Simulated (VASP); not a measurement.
Runs of VASP 6.6.1 on Nb. The structure is that of space group Fm-3m (No. 225), or close to it. The cells are those of the table. 

| cell | gap on the mesh (eV) | pressure (GPa) |
| --- | --- | --- |
| a = 2.927 Å, angles 60.0°, 1 atom | none | -0.2 |
| a = 2.902 Å, angles 60.0°, 1 atom | none | 4.8 |
| a = 2.878 Å, angles 60.0°, 1 atom | none | 9.9 |
| a = 2.838 Å, angles 60.0°, 1 atom | none | (a) |

Alike in all rows: task single point; level LDA; potentials or basis VASP PAW LDA potentials, release 64 (Nb_sv); no spin polarisation; k mesh 18 × 18 × 18; cutoff (eV) 520; smearing methfessel-paxton 0.05 eV.

**Question.** Fill in the values left out.

**Answer.** (a) 19.8.

A k mesh can miss the band edges, and the runs leave out spin-orbit coupling on Nb.

A gap of «none» marks levels without a gap at the run's occupations.
